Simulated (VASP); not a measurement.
Wanted: the native input for a VASP 6.6.1 run.

| Property | Result |
| --- | --- |
| Task | single point |
| Functional | PBE |
| Potentials or basis | VASP PAW PBE potentials, release 64 (Ce, O) |
| Cutoff | 520 eV |
| k mesh | 11 × 11 × 11 |
| Occupations | fermi-dirac, width 0.0612256 eV |
| Spin | no spin polarisation |
| Dipole correction | no |
| Further INCAR settings | ALGO = Normal; EDIFF = 1e-07; NBANDS = 22 |

The structure of Ce2O (antifluorite type) lies in POSCAR:

```
Ce2O
1.0
    0.0000000000      2.9763249970      2.9763249970
    2.9763249970      0.0000000000      2.9763249970
    2.9763249970      2.9763249970      0.0000000000
Ce O
2 1
Direct
    0.2500000000      0.2500000000      0.2500000000
    0.7500000000      0.7500000000      0.7500000000
    0.0000000000      0.0000000000      0.0000000000
```

The input as run:

INCAR

```
ALGO = Normal
EDIFF = 1E-7
ENCUT = 520
GGA = PE
ISIF = 2
ISMEAR = -1
LASPH = T
LCHARG = F
LREAL = F
LWAVE = F
NBANDS = 22
NELM = 100
PREC = Accurate
SIGMA = 0.06122561905347299
```

KPOINTS

```
k-points
0
Gamma
  11 11 11
```

Potentials or basis: VASP PAW PBE potentials, release 64 (Ce, O).

The run is started by

```console
$ cat potpaw_PBE.64/Ce/POTCAR potpaw_PBE.64/O/POTCAR > POTCAR
$ mpirun -np 1 vasp_std > vasp.out
```

Results of the run:

```json
{
  "Pressure": "6.4 GPa",
  "Band gap on the k mesh": "zero (bands 15 and 16 overlap by 0.07 eV)"
}
```

Caveat: the cell stands under pressure; spin-orbit coupling is left out, which moves the levels of the heavy elements; the run has no spin polarisation, though such a crystal can be magnetic; semilocal functionals describe open f shells poorly, which spoils levels, moments and volumes.

Wall time 2.6 min on 1 thread of AMD EPYC 7R43 64-Core Processor (Zen 3), on a shared host, peak memory 0.19 GiB.
